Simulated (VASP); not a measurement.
# Mg5Cd3Te8 (P1) in VASP: single point with PBEsol

Aim: the single point of Mg5Cd3Te8 with PBEsol.

Program: VASP 6.6.1. These are calculated values, not measurements. Logs are shortened: lines on timing, memory, paths and dates and some standing lists are left out, and cuts for length are marked.

### 1 The cell of the first run

The typed cell holds 64 atoms: a = 12.916 Å, b = 12.916 Å, c = 12.916 Å, α = 90.00°, β = 90.00°, γ = 90.00°.

### 2 Single point, PBEsol

File INCAR:

```
ALGO = Normal
EDIFF = 1E-6
ENCUT = 500
GGA = PS
GGA_COMPAT = F
ISIF = 2
ISMEAR = -1
ISYM = -1
LASPH = T
LCHARG = F
LREAL = Auto
LWAVE = F
NBANDS = 226
NELM = 120
PREC = Accurate
SIGMA = 0.05
```

File KPOINTS:

```
explicit points
1
Reciprocal
  0.25000000   0.25000000   0.25000000 1
```

File POSCAR:

```
Mg5Cd3Te8
1.0
   12.9156402474      0.0000000000      0.0000000000
    0.0000000000     12.9156402474      0.0000000000
    0.0000000000      0.0000000000     12.9156402474
Cd Mg Te
12 20 32
Direct
    0.0003710000      0.9996730000      0.9990840000
    0.0003700000      0.0001240000      0.5005780000
    0.4999020000      0.9995360000      0.9992350000
    0.2515890000      0.2511750000      0.0007200000
    0.2518780000      0.2512540000      0.5010400000
    0.7496950000      0.2512830000      0.0006810000
    0.7500010000      0.2505560000      0.5003850000
    0.7501490000      0.7490890000      0.9999680000
    0.2517710000      0.5016430000      0.2506520000
    0.0005870000      0.2500290000      0.2508560000
    0.0001610000      0.2506920000      0.7513760000
    0.0004870000      0.7484790000      0.2509270000
    0.9994250000      0.4999640000      0.9996020000
    0.9996560000      0.5010410000      0.4999130000
    0.4994210000      0.9994100000      0.4992410000
    0.4997470000      0.5010060000      0.9982580000
    0.5008650000      0.5005150000      0.4993330000
    0.2498500000      0.7499880000      0.9990500000
    0.2499680000      0.7499840000      0.5007690000
    0.7493150000      0.7503910000      0.4991700000
    0.2500090000      0.0001260000      0.2495810000
    0.2498470000      0.9990120000      0.7498830000
    0.2498560000      0.5009850000      0.7493030000
    0.7488620000      0.9987630000      0.2493770000
    0.7491770000      0.9995560000      0.7484190000
    0.7490840000      0.4997430000      0.2496880000
    0.7486350000      0.5000590000      0.7497100000
    0.9992440000      0.7494070000      0.7491200000
    0.4998430000      0.2491830000      0.2507700000
    0.5001260000      0.2496730000      0.7497130000
    0.5001080000      0.7509440000      0.2488700000
    0.4994980000      0.7494510000      0.7492080000
    0.1257160000      0.1246120000      0.1249240000
    0.1260120000      0.1250060000      0.6260020000
    0.1253510000      0.6243720000      0.1228340000
    0.1248530000      0.6251810000      0.6245600000
    0.6245520000      0.1246740000      0.1262690000
    0.6232150000      0.1239260000      0.6249540000
    0.6234210000      0.6237660000      0.1254690000
    0.6250370000      0.6253190000      0.6246030000
    0.3781840000      0.3759270000      0.1256790000
    0.3771740000      0.3774570000      0.6262820000
    0.3734160000      0.8741160000      0.1250060000
    0.3751190000      0.8750930000      0.6249300000
    0.8753180000      0.3769890000      0.1256740000
    0.8751260000      0.3769110000      0.6252930000
    0.8748460000      0.8749250000      0.1257260000
    0.8737510000      0.8738210000      0.6251590000
    0.3751770000      0.1239810000      0.3741040000
    0.3745010000      0.1248420000      0.8727360000
    0.3770340000      0.6274820000      0.3763680000
    0.3746140000      0.6254450000      0.8742200000
    0.8732920000      0.1232720000      0.3738610000
    0.8727880000      0.1238760000      0.8738920000
    0.8729060000      0.6236490000      0.3755930000
    0.8753160000      0.6234420000      0.8732430000
    0.1250290000      0.3765010000      0.3760850000
    0.1259640000      0.3772060000      0.8753390000
    0.1268590000      0.8749030000      0.3749260000
    0.1252290000      0.8733070000      0.8730440000
    0.6237370000      0.3755640000      0.3739580000
    0.6234720000      0.3756870000      0.8737270000
    0.6244210000      0.8748670000      0.3745870000
    0.6249520000      0.8740450000      0.8725720000
```

Potentials or basis: VASP PAW PBE potentials, release 64 (Cd, Mg, Te).

On the command line:

```
cat potpaw_PBE.64/Cd/POTCAR potpaw_PBE.64/Mg/POTCAR potpaw_PBE.64/Te/POTCAR > POTCAR
mpirun -np 1 vasp_std > vasp.out
```

OUTCAR:

```text
EDIFF = 1E-6
   ENCUT = 500
   GGA = PS
   ISIF = 2
   ISMEAR = -1
   ISYM = -1
   LASPH = T
   LREAL = Auto
   NELM = 120
   PREC = Accurate

 ion  position               nearest neighbor table
   1  0.000  1.000  0.999-  33 2.80  47 2.81  54 2.81  60 2.81
   2  0.000  0.000  0.501-  34 2.80  53 2.81  59 2.81  48 2.82
   3  0.500  1.000  0.999-  37 2.81  50 2.81  64 2.81  43 2.82
   4  0.252  0.251  0.001-  41 2.81  33 2.81  58 2.81  50 2.81
   5  0.252  0.251  0.501-  42 2.81  57 2.81  34 2.81  49 2.82
   6  0.750  0.251  0.001-  45 2.81  54 2.81  37 2.81  62 2.82
[... 56 lines left out ...]
  63  0.624  0.875  0.375-  24 2.79  20 2.79  31 2.79  15 2.79
  64  0.625  0.874  0.873-  32 2.78  25 2.79   3 2.81   8 2.82

IMPORTANT INFORMATION: All symmetrisations will be switched off!
NOSYMM: (Re-)initialisation of all symmetry stuff for point group C_1.

----------------------------------------------------------------------------------------

                                     Primitive cell

  volume of cell :    2154.5066

  direct lattice vectors                    reciprocal lattice vectors
    12.915640247  0.000000000  0.000000000     0.077425507  0.000000000  0.000000000
     0.000000000 12.915640247  0.000000000     0.000000000  0.077425507  0.000000000
     0.000000000  0.000000000 12.915640247     0.000000000  0.000000000  0.077425507

  length of vectors
    12.915640247 12.915640247 12.915640247     0.077425507  0.077425507  0.077425507

  position of ions in fractional coordinates (direct lattice)
     0.000371000  0.999673000  0.999084000
     0.000370000  0.000124000  0.500578000
     0.499902000  0.999536000  0.999235000
     0.251589000  0.251175000  0.000720000
     0.251878000  0.251254000  0.501040000
     0.749695000  0.251283000  0.000681000
[... 56 lines left out ...]
     0.624421000  0.874867000  0.374587000
     0.624952000  0.874045000  0.872572000

  ion indices of the primitive-cell ions
   primitive index   ion index
                 1           1
                 2           2
                 3           3
                 4           4
                 5           5
                 6           6
[... 56 lines left out ...]
                63          63
                64          64

----------------------------------------------------------------------------------------

 KPOINTS: explicit points

Read explicit list of k-points.

 Found      1 k-points:

 Following reciprocal coordinates:
            Coordinates               Weight
  0.250000  0.250000  0.250000      1.000000
   k-points           NKPTS =      1   k-points in BZ     NKDIM =      1   number of bands    NBANDS=    226
   number of dos      NEDOS =    301   number of ions     NIONS =     64
   total plane-waves  NPLWV = 884736
   dimension x,y,z NGX =    96 NGY =   96 NGZ =   96
   dimension x,y,z NGXF=   192 NGYF=  192 NGZF=  192
   ions per type =              12  20  32
   NGX,Y,Z   is equivalent  to a cutoff of  12.36, 12.36, 12.36 a.u.
   NGXF,Y,Z  is equivalent  to a cutoff of  24.71, 24.71, 24.71 a.u.
 SYSTEM =  unknown system
   PREC   = accura    normal or accurate (medium, high low for compatibility)
   ISTART =      0    job   : 0-new  1-cont  2-samecut
   ICHARG =      2    charge: 1-file 2-atom 10-const
   ISPIN  =      1    spin polarized calculation?
   LNONCOLLINEAR =      F non collinear calculations
   LSORBIT =      F    spin-orbit coupling
   LASPH  =      T    aspherical Exc in radial PAW
   ENCUT  =  500.0 eV  36.75 Ry    6.06 a.u.  23.55 23.55 23.55*2*pi/ulx,y,z
   NELM   =    120;   NELMIN=  2; NELMDL= -5     # of ELM steps
   EDIFF  = 0.1E-05   stopping-criterion for ELM
   LREAL  =      T    real-space projection
   EDIFFG = 0.1E-04   stopping-criterion for IOM
   NSW    =      0    number of steps for IOM
   IBRION =     -1    ionic relax: 0-MD 1-quasi-New 2-CG
   NFREE  =      0    steps in history (QN), initial steepest desc. (CG)
   ISIF   =      2    stress and relaxation
   ISYM   =     -1    0-nonsym 1-usesym 2-fastsym
   POTIM  = 0.5000    time-step for ionic-motion
   TEBEG  =    0.0;   TEEND  =   0.0 temperature during run
   PSTRESS=    0.0 pullay stress
   NELECT =     376.0000    total number of electrons
   NUPDOWN=      -1.0000    fix difference up-down
   EMIN   =  10.00;   EMAX   =-10.00  energy-range for DOS
   EFERMI =   0.00;   METHOD = LEGACY
   ISMEAR =    -1;   SIGMA  =   0.05  broadening in eV -4-tet -1-fermi 0-gaus
   EFERMI_NEDOS =   21; number of points for ismear=-14 and -15
   IALGO  =     38    algorithm
   IMIX   =      4    mixing-type and parameters
     AMIX     =   0.40;   BMIX     =  1.00
     AMIX_MAG =   1.60;   BMIX_MAG =  1.00
  volume/ion in A,a.u.               =      33.66       227.18
  Fermi-wavevector in a.u.,A,eV,Ry     =   0.914860  1.728836 11.387663  0.836970
  Thomas-Fermi vector in A             =   2.039536
   LORBIT       =      0    0 simple, 1 ext, 2 COOP (PROOUT), +10 PAW based schemes
   GGA     = PS    functional components
   LHFCALC =     F    Hartree Fock is set to
   AEXX    =    0.0000 exact exchange contribution
   IVDW    =     0    specifies the selected vdW correction
   LEPSILON=     F    determine dielectric tensor
   LRPA    =     F    only Hartree local field effects (RPA)
 non-spin polarized calculation
  energy-cutoff  :      500.00
  volume of cell :     2154.51
 maximum number of plane-waves:     54681
 NGX is ok and might be reduce to    96
   NGX = 47   NGY = 47   NGZ = 47

 number of electron     375.9999968 magnetization

 Free energy of the ion-electron system (eV)
  ---------------------------------------------------
  ext. energy  EPLUGINS =         0.00000000
  ---------------------------------------------------
  free energy    TOTEN  =      -203.64311958 eV

  energy without entropy =     -203.64311958  energy(sigma->0) =     -203.64311958

 E-fermi :   3.1442     XC(G=0):  -8.3188

 val. band max:        1.9080261364   @ k =   0.2500   0.2500   0.2500
 cond. band min:       4.3178329398   @ k =   0.2500   0.2500   0.2500
 fundamental gap:      2.4098068034
 Fermi energy:         3.1442223653

 k-point     1 :       0.2500    0.2500    0.2500
  band No.  band energies     occupation
      1      -8.5866      2.00000
      2      -8.4536      2.00000
      3      -8.4318      2.00000
      4      -8.4076      2.00000
      5      -8.3347      2.00000
      6      -8.3169      2.00000
[... 192 lines left out ...]
    199       5.1731      0.00000
    200       5.2187      0.00000
 [bands above 200 left out]

------------------------ aborting loop because EDIFF is reached ----------------------------------------

  FORCE on cell =-STRESS in cart. coord.  units (eV):
  Direction    XX          YY          ZZ          XY          YZ          ZX
  --------------------------------------------------------------------------------------
  -------------------------------------------------------------------------------------
  Total        1.2993742      1.2665683      1.2810008     -2.2903351     -2.2788787     -2.2502406
  in kB        0.9662667      0.9418709      0.9526035     -1.7031849     -1.6946654     -1.6733690
  external PRESSURE =       0.9535803 kB  Pullay stress =       0.0000000 kB

 VOLUME and BASIS-vectors are now :
 -----------------------------------------------------------------------------
  energy-cutoff  :      500.00
  volume of cell :     2154.51
      direct lattice vectors                 reciprocal lattice vectors
    12.915640247  0.000000000  0.000000000     0.077425507  0.000000000  0.000000000
     0.000000000 12.915640247  0.000000000     0.000000000  0.077425507  0.000000000
     0.000000000  0.000000000 12.915640247     0.000000000  0.000000000  0.077425507

 POSITION                                       TOTAL-FORCE (eV/Angst)
 -----------------------------------------------------------------------------------
      0.00479     12.91142     12.90381        -0.000187      0.008541     -0.004619
      0.00478      0.00160      6.46529        -0.003390      0.001687     -0.004674
      6.45655     12.90965     12.90576         0.006207      0.007472      0.005345
      3.24943      3.24409      0.00930         0.002263      0.005886      0.001952
      3.25317      3.24511      6.47125        -0.001365      0.006226     -0.003005
      9.68279      3.24548      0.00880         0.005734     -0.006358      0.002646
[... 56 lines left out ...]
      8.06480     11.29947      4.83803        -0.007185     -0.002886      0.001516
      8.07166     11.28885     11.26983        -0.010191     -0.001611     -0.014646
 -----------------------------------------------------------------------------------
    total drift:                               -0.029318      0.011892     -0.049997

  FREE ENERGIE OF THE ION-ELECTRON SYSTEM (eV)
  ---------------------------------------------------
  free  energy   TOTEN  =      -203.6431195811 eV

  energy  without entropy=     -203.6431195809  energy(sigma->0) =     -203.64311958
```

It took 22 min on 1 thread of Intel Xeon Platinum 8375C at 2.90GHz (Ice Lake), shared host; peak memory 1.6 GiB.

Results:

```yaml
Free_energy: -203.6431 eV
Pressure: 0.1 GPa
Largest_force: 0.033 eV/Å
Band_gap_on_the_k_mesh: 2.41 eV
```

Forces on the atoms (eV/Å):
```
Cd   0.000  0.009 -0.005
Cd  -0.003  0.002 -0.005
Cd   0.006  0.007  0.005
Cd   0.002  0.006  0.002
Cd  -0.001  0.006 -0.003
Cd   0.006 -0.006  0.003
Cd   0.001 -0.005  0.015
Cd   0.006  0.004  0.003
Cd  -0.002 -0.008  0.006
Cd  -0.006  0.004  0.005
Cd  -0.001 -0.001 -0.001
Cd   0.010  0.016  0.002
Mg   0.000 -0.002  0.002
Mg   0.000 -0.007  0.004
Mg   0.002  0.006  0.005
Mg  -0.001 -0.004  0.007
Mg  -0.002  0.005  0.012
Mg   0.003  0.009  0.000
Mg   0.003  0.007 -0.005
Mg  -0.001 -0.005  0.008
Mg  -0.003 -0.004 -0.002
Mg   0.001 -0.005  0.005
Mg   0.003 -0.005 -0.003
Mg   0.000 -0.002 -0.002
Mg  -0.001  0.009 -0.003
Mg  -0.004  0.007  0.004
Mg   0.003 -0.005 -0.002
Mg  -0.002  0.006  0.003
Mg   0.000  0.001 -0.005
Mg   0.001  0.000 -0.006
Mg   0.001 -0.003 -0.005
Mg  -0.005 -0.005 -0.005
Te   0.020 -0.014  0.012
Te   0.016 -0.010  0.016
Te  -0.009  0.003 -0.023
Te  -0.006  0.004 -0.005
Te   0.003  0.003  0.015
Te  -0.009 -0.016  0.001
Te  -0.015 -0.008  0.001
Te   0.006  0.016 -0.012
Te   0.017  0.002 -0.008
Te   0.009  0.003  0.015
Te  -0.011 -0.018  0.007
Te   0.000 -0.003 -0.001
Te   0.001  0.013 -0.008
Te  -0.003  0.033 -0.002
Te  -0.021 -0.003  0.012
Te  -0.015 -0.028  0.009
Te   0.008 -0.020 -0.005
Te  -0.004 -0.010 -0.026
Te   0.001  0.010  0.011
Te  -0.003  0.004 -0.003
Te   0.000  0.001 -0.009
Te  -0.010 -0.008 -0.010
Te  -0.005 -0.008  0.008
Te   0.015 -0.011 -0.006
Te   0.002  0.017  0.013
Te   0.000  0.026  0.005
Te   0.027 -0.009  0.011
Te   0.008 -0.017 -0.009
Te  -0.008  0.006 -0.020
Te  -0.013  0.010 -0.015
Te  -0.007 -0.003  0.002
Te  -0.010 -0.002 -0.015
```

Levels at points of the mesh, in eV from the valence-band top:
```csv
k point,band 185,band 186,band 187,band 188,band 189,band 190,band 191,band 192
"(0.25, 0.25, 0.25)",-0.23,-0.20,-0.01,0.00,2.41,2.61,2.89,2.93
```

Caveat: the PAW data sets were made with another functional, which shifts forces and pressure a little; spin-orbit coupling is left out, which moves the levels of the heavy elements; a shifted mesh leaves out Γ, where band edges can lie.
